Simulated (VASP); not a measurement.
Here is a VASP 6.6.1 calculation.

Contents of INCAR:

```
SYSTEM = Te
ALGO     = Normal         ! electronic algorithm
EDIFF    = 1E-6           ! SCF threshold, eV
EDIFFG   = -0.005         ! ionic threshold
ENCUT    = 600            ! plane-wave cutoff, eV
GGA      = PE             ! functional
IBRION   = 2              ! ionic algorithm
ISIF     = 3              ! what is computed and relaxed
ISMEAR   = -1             ! smearing method
LASPH    = .TRUE.         ! aspherical terms in the spheres
LCHARG   = .FALSE.        ! write CHGCAR
LREAL    = .FALSE.        ! projectors in reciprocal space
LWAVE    = .FALSE.        ! write WAVECAR
NELM     = 60             ! most SCF steps
NSW      = 60             ! ionic steps
PREC     = Accurate       ! precision mode
PSTRESS  = 3400.0       
SIGMA    = 0.08           ! smearing width, eV
```

File KPOINTS:

```
k-points
0
G
  16 16 16
  0 0 0
```

POSCAR

```
Te
1.0
    2.3056998300      0.0000000000      0.0000000000
    0.0000000000      2.3056998300      0.0000000000
    0.0000000000      0.0000000000      2.3056998300
Te
1
Direct
    0.0000000000      0.0000000000      0.0000000000
```

Potentials or basis: VASP PAW PBE potentials, release 64 (Te).

Run with:

```console
$ cat potpaw_PBE.64/Te/POTCAR > POTCAR
$ mpirun -np 1 vasp_std > vasp.out
```

**Question.** What does it give for the relaxed cell?

**Answer.** a = 2.349 Å, b = 2.349 Å, c = 2.349 Å, α = 90.00°, β = 90.00°, γ = 90.00°.

**Question.** Estimate the relaxed volume.

**Answer.** 12.95 Å³/atom.

**Question.** Estimate the band gap on the k mesh.

**Answer.** Zero (bands 3 and 4 overlap by 11.74 eV).

Final structure:
```xyz
1
Lattice="2.3485 0.0000 0.0000 0.0000 2.3485 0.0000 0.0000 0.0000 2.3485" Properties=species:S:1:pos:R:3 pbc="T T T"
Te    0.0000    0.0000    0.0000
```

Caveat: the cell is relaxed towards a set pressure, so the run minimises the enthalpy, not the energy; spin-orbit coupling is left out, which moves the levels of the heavy elements.
